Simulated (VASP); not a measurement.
# Li2S (Fm-3m) in VASP: further runs, part 2 of 2

VASP 6.6.1.

### 3 Single point, r2SCAN

This run uses another cell than the first one, of 12.23 Å³/atom.

POSCAR

```
Li2S
1.0
    2.6373211189      2.6373211189      0.0000000000
   -2.6373211189      2.6373211189      0.0000000000
    0.0000000000      2.6373211189      2.6373211189
Li S
2 1
Direct
    0.2500000000      0.7500000000      0.5000000000
    0.7500000000      0.2500000000      0.5000000000
    0.0000000000      0.0000000000      0.0000000000
```

INCAR.step1

```
PREC = Accurate
ENCUT = 830
ISMEAR = 0
SIGMA = 0.01
LREAL = F
LASPH = T
NELM = 120
NBANDS = 13
GGA = PE
ALGO = Normal
EDIFF = 1E-5
LWAVE = T
LCHARG = F
GGA_COMPAT = F
```

INCAR.step2

```
PREC = Accurate
ENCUT = 830
EDIFF = 1E-6
ISMEAR = 0
SIGMA = 0.01
LREAL = F
LASPH = T
NELM = 120
ALGO = Normal
ISIF = 2
LWAVE = F
LCHARG = F
METAGGA = R2SCAN
LMIXTAU = T
NBANDS = 13
ISTART = 1
GGA_COMPAT = F
```

KPOINTS

```
Automatic mesh
0
Gamma
  8 8 8
```

Potentials or basis: VASP PAW PBE potentials, release 64 (Li_sv, S).

Started as:

```bash
$ cat potpaw_PBE.64/Li_sv/POTCAR potpaw_PBE.64/S/POTCAR > POTCAR
$ cp INCAR.step1 INCAR
$ mpirun -np 1 vasp_std > vasp.out
$ cp INCAR.step2 INCAR
$ mpirun -np 1 vasp_std > vasp.out
```

OUTCAR:

```text
PREC = Accurate
   ENCUT = 830
   EDIFF = 1E-6
   ISMEAR = 0
   LREAL = F
   LASPH = T
   NELM = 120
   ISIF = 2
   METAGGA = R2SCAN
   ISTART = 1

 ion  position               nearest neighbor table
   1  0.250  0.750  0.500-   3 2.28   3 2.28   3 2.28   3 2.28
   2  0.750  0.250  0.500-   3 2.28   3 2.28   3 2.28   3 2.28
   3  0.000  0.000  0.000-   2 2.28   1 2.28   1 2.28   2 2.28   1 2.28   2 2.28   2 2.28   1 2.28

  LATTYP: Found a face centered cubic cell.
 ALAT       =     5.2746422378

  Lattice vectors:

 A1 = (   0.0000000000,   2.6373211189,   2.6373211189)
 A2 = (   2.6373211189,   0.0000000000,   2.6373211189)
 A3 = (   2.6373211189,   2.6373211189,   0.0000000000)

Analysis of symmetry for initial positions (statically):
=====================================================================
 Subroutine PRICEL returns:
 Original cell was already a primitive cell.

 Routine SETGRP: Setting up the symmetry group for a
 face centered cubic supercell.

 Subroutine GETGRP returns: Found 48 space group operations
 (whereof 48 operations were pure point group operations)
 out of a pool of 48 trial point group operations.

The static configuration has the point symmetry O_h .

Analysis of symmetry for dynamics (positions and initial velocities):
=====================================================================
 Subroutine PRICEL returns:
 Original cell was already a primitive cell.

 Routine SETGRP: Setting up the symmetry group for a
 face centered cubic supercell.

 Subroutine GETGRP returns: Found 48 space group operations
 (whereof 48 operations were pure point group operations)
 out of a pool of 48 trial point group operations.

The dynamic configuration has the point symmetry O_h .

 Subroutine INISYM returns: Found 48 space group operations
 (whereof 48 operations are pure point group operations),
 and found     1 'primitive' translations

----------------------------------------------------------------------------------------

                                     Primitive cell

  volume of cell :      36.6876

  direct lattice vectors                    reciprocal lattice vectors
     2.637321119  2.637321119  0.000000000     0.189586318  0.189586318 -0.189586318
    -2.637321119  2.637321119  0.000000000    -0.189586318  0.189586318 -0.189586318
     0.000000000  2.637321119  2.637321119     0.000000000  0.000000000  0.379172636

  length of vectors
     3.729735295  3.729735295  3.729735295     0.328373135  0.328373135  0.379172636

  position of ions in fractional coordinates (direct lattice)
     0.250000000  0.750000000  0.500000000
     0.750000000  0.250000000  0.500000000
     0.000000000  0.000000000  0.000000000

  ion indices of the primitive-cell ions
   primitive index   ion index
                 1           1
                 2           2
                 3           3

----------------------------------------------------------------------------------------

 KPOINTS: Automatic mesh

Automatic generation of k-mesh.
 Grid dimensions read from file:
 generate k-points for:    8    8    8

 Generating k-lattice:

  Cartesian coordinates                     Fractional coordinates (reciprocal lattice)
     0.023698290  0.023698290 -0.023698290     0.125000000  0.000000000  0.000000000
    -0.023698290  0.023698290 -0.023698290     0.000000000  0.125000000  0.000000000
     0.000000000  0.000000000  0.047396579     0.000000000  0.000000000  0.125000000

  Length of vectors
     0.041046642  0.041046642  0.047396579

  Shift w.r.t. Gamma in fractional coordinates (k-lattice)
     0.000000000  0.000000000  0.000000000

 Subroutine IBZKPT returns following result:
 ===========================================

 Found     29 irreducible k-points:

 Following reciprocal coordinates:
            Coordinates               Weight
  0.000000  0.000000  0.000000      1.000000
  0.125000  0.000000  0.000000      8.000000
  0.250000  0.000000  0.000000      8.000000
  0.375000  0.000000  0.000000      8.000000
  0.500000  0.000000  0.000000      4.000000
  0.125000  0.125000  0.000000     12.000000
[... 16 lines left out ...]
  0.375000  0.250000  0.125000     48.000000
  0.500000  0.250000  0.125000     24.000000
 [... further k-points ...]
   k-points           NKPTS =     29   k-points in BZ     NKDIM =     29   number of bands    NBANDS=     13
   number of dos      NEDOS =    301   number of ions     NIONS =      3
   total plane-waves  NPLWV =  46656
   dimension x,y,z NGX =    36 NGY =   36 NGZ =   36
   dimension x,y,z NGXF=    72 NGYF=   72 NGZF=   72
   ions per type =               2   1
   NGX,Y,Z   is equivalent  to a cutoff of  16.05, 16.05, 16.05 a.u.
   NGXF,Y,Z  is equivalent  to a cutoff of  32.09, 32.09, 32.09 a.u.
 SYSTEM =  unknown system
   PREC   = accura    normal or accurate (medium, high low for compatibility)
   ISTART =      1    job   : 0-new  1-cont  2-samecut
   ICHARG =      0    charge: 1-file 2-atom 10-const
   ISPIN  =      1    spin polarized calculation?
   LNONCOLLINEAR =      F non collinear calculations
   LSORBIT =      F    spin-orbit coupling
   LASPH  =      T    aspherical Exc in radial PAW
   ENCUT  =  830.0 eV  61.00 Ry    7.81 a.u.   8.76  8.76  8.76*2*pi/ulx,y,z
   NELM   =    120;   NELMIN=  2; NELMDL=  0     # of ELM steps
   EDIFF  = 0.1E-05   stopping-criterion for ELM
   LREAL  =      F    real-space projection
[... 7 lines left out ...]
   TEBEG  =    0.0;   TEEND  =   0.0 temperature during run
   PSTRESS=    0.0 pullay stress
   NELECT =      12.0000    total number of electrons
   NUPDOWN=      -1.0000    fix difference up-down
   EMIN   =  10.00;   EMAX   =-10.00  energy-range for DOS
   EFERMI =   0.00;   METHOD = LEGACY
   ISMEAR =     0;   SIGMA  =   0.01  broadening in eV -4-tet -1-fermi 0-gaus
   EFERMI_NEDOS =   21; number of points for ismear=-14 and -15
   IALGO  =     38    algorithm
   IMIX   =      4    mixing-type and parameters
     AMIX     =   0.40;   BMIX     =  1.00
     AMIX_MAG =   1.60;   BMIX_MAG =  1.00
  volume/ion in A,a.u.               =      12.23        82.53
  Fermi-wavevector in a.u.,A,eV,Ry     =   1.127965  2.131545 17.310757  1.272305
  Thomas-Fermi vector in A             =   2.264653
   LORBIT       =      0    0 simple, 1 ext, 2 COOP (PROOUT), +10 PAW based schemes
   METAGGA = R2SCAN    functional components
   LHFCALC =     F    Hartree Fock is set to
   AEXX    =    0.0000 exact exchange contribution
   IVDW    =     0    specifies the selected vdW correction
   LEPSILON=     F    determine dielectric tensor
   LRPA    =     F    only Hartree local field effects (RPA)
 non-spin polarized calculation
 Gauss-broadening in eV      SIGMA  =   0.01
  energy-cutoff  :      830.00
  volume of cell :       36.69
 maximum number of plane-waves:      2012
   NGX = 17   NGY = 17   NGZ = 17

 number of electron      11.9999998 magnetization

 Free energy of the ion-electron system (eV)
  ---------------------------------------------------
  ext. energy  EPLUGINS =         0.00000000
  ---------------------------------------------------
  free energy    TOTEN  =       -17.02633456 eV

  energy without entropy =      -17.02633456  energy(sigma->0) =      -17.02633456

 E-fermi :   2.8868     XC(G=0):  -9.8800

 val. band max:        2.8215044010   @ k =   0.0000   0.0000   0.0000
 cond. band min:       6.4488658092   @ k =   0.5000   0.5000   0.0000
 fundamental gap:      3.6273614082
 Fermi energy:         2.8868355048

 k-point     1 :       0.0000    0.0000    0.0000
  band No.  band energies     occupation
      1     -42.4838      2.00000
      2     -42.3834      2.00000
      3      -9.3766      2.00000
      4       2.8215      2.00000
      5       2.8215      2.00000
      6       2.8215      2.00000
      7       9.2384      0.00000
      8       9.7442      0.00000
      9       9.7442      0.00000
     10       9.7442      0.00000
     11      15.1523      0.00000
     12      15.1523      0.00000
     13      17.4897      0.00000
[... 353 lines left out ...]
 k-point    24 :       0.5000    0.2500    0.1250
  band No.  band energies     occupation
      1     -42.4302      2.00000
      2     -42.4301      2.00000
      3      -8.6374      2.00000
      4      -0.5571      2.00000
      5       1.1960      2.00000
      6       1.5611      2.00000
      7       9.4490      0.00000
      8      10.8735      0.00000
      9      12.9716      0.00000
     10      13.5946      0.00000
     11      15.0729      0.00000
     12      16.9746      0.00000
     13      18.5434      0.00000

 [... further k-points ...]

------------------------ aborting loop because EDIFF is reached ----------------------------------------

  FORCE on cell =-STRESS in cart. coord.  units (eV):
  Direction    XX          YY          ZZ          XY          YZ          ZX
  --------------------------------------------------------------------------------------
  -------------------------------------------------------------------------------------
  Total        3.4162667      3.4162667      3.4162667     -0.0000000      0.0000000     -0.0000000
  in kB      149.1912369    149.1912369    149.1912369     -0.0000000      0.0000000     -0.0000000
  external PRESSURE =     149.1912369 kB  Pullay stress =       0.0000000 kB

 VOLUME and BASIS-vectors are now :
 -----------------------------------------------------------------------------
  energy-cutoff  :      830.00
  volume of cell :       36.69
      direct lattice vectors                 reciprocal lattice vectors
     2.637321119  2.637321119  0.000000000     0.189586318  0.189586318 -0.189586318
    -2.637321119  2.637321119  0.000000000    -0.189586318  0.189586318 -0.189586318
     0.000000000  2.637321119  2.637321119     0.000000000  0.000000000  0.379172636

 POSITION                                       TOTAL-FORCE (eV/Angst)
 -----------------------------------------------------------------------------------
     -1.31866      3.95598      1.31866        -0.000000     -0.000000     -0.000000
      1.31866      3.95598      1.31866         0.000000      0.000000      0.000000
      0.00000      0.00000      0.00000         0.000000     -0.000000      0.000000
 -----------------------------------------------------------------------------------
    total drift:                                0.000000      0.000000      0.000000

  FREE ENERGIE OF THE ION-ELECTRON SYSTEM (eV)
  ---------------------------------------------------
  free  energy   TOTEN  =       -17.0263345586 eV

  energy  without entropy=      -17.0263345586  energy(sigma->0) =      -17.02633456
```

Wall time 6 min (1 thread of Oxide Virtual Turin-like, shared host); peak memory 0.18 GiB.

What came out:

| Item | Value |
| --- | --- |
| Free energy | -17.0263 eV |
| Pressure | 14.9 GPa |
| Band gap on the k mesh | 3.63 eV (least direct gap 5.60 eV) |

Levels at points of the mesh, in eV from the valence-band top:
| k point | band 3 | band 4 | band 5 | band 6 | band 7 | band 8 | band 9 | band 10 |
| --- | --- | --- | --- | --- | --- | --- | --- | --- |
| (0.00, 0.00, 0.00) | -12.20 | 0.00 | 0.00 | 0.00 | 6.42 | 6.92 | 6.92 | 6.92 |
| (0.50, 0.00, 0.00) | -11.56 | -3.74 | -0.71 | -0.71 | 7.22 | 7.22 | 8.14 | 10.37 |
| (0.50, 0.50, 0.00) | -11.38 | -2.69 | -1.97 | -1.97 | 3.63 | 8.48 | 14.03 | 14.03 |

Caveat: the cell stands under pressure; the PAW data sets were made with another functional, which shifts forces and pressure a little. A k mesh can miss the band edges.
